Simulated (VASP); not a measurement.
Write the native input for VASP 6.6.1 that does the following.

```
Task                   : single point
Functional             : PBEsol
Dispersion             : D3(BJ)
Potentials or basis    : VASP PAW PBE potentials, release 64 (Bi_d, Te)
Cutoff                 : 520 eV
k mesh                 : 9 × 9 × 9
Occupations            : fermi-dirac, width 0.1 eV
Spin                   : no spin polarisation
Dipole correction      : no
Further INCAR settings : ALGO = Normal; EDIFF = 1e-06; NBANDS = 18
```

The structure of BiTe lies in POSCAR:

```
BiTe
1.0
    0.0000000000      3.2350000000      3.2350000000
    3.2350000000      0.0000000000      3.2350000000
    3.2350000000      3.2350000000      0.0000000000
Bi Te
1 1
Direct
    0.0000000000      0.0000000000      0.0000000000
    0.5309119011      0.5309119011      0.4690880989
```

The input as run:

INCAR

```
SYSTEM = BiTe
  PREC = Accurate
  ENCUT = 520
  EDIFF = 1E-6
  ISMEAR = -1
  SIGMA = 0.1
  LREAL = .False.
  LASPH = .True.
  NELM = 100
  ALGO = Normal
  ISIF = 2
  LWAVE = .False.
  LCHARG = .False.
  GGA = PS
  IVDW = 12
  NBANDS = 18
```

KPOINTS

```
Automatic mesh
0
Gamma
  9 9 9
  0 0 0
```

Potentials or basis: VASP PAW PBE potentials, release 64 (Bi_d, Te).

Command:

```console
$ cat potpaw_PBE.64/Bi_d/POTCAR potpaw_PBE.64/Te/POTCAR > POTCAR
$ mpirun -np 1 vasp_std > vasp.out
```

It gave:

```json
{"Pressure": "-3.1 GPa", "Largest force": "0.509 eV/Å", "Dispersion energy per atom": "-0.445 eV"}
```

Caveat: three body term missing; the PAW data sets were made with another functional, which shifts forces and pressure a little; pairwise dispersion overbinds metals, which lowers pressure and volume.

Wall time 73 s on 1 thread of Intel(R) Xeon(R) 6975P-C (Granite Rapids) (shared host), peak memory 0.27 GiB.
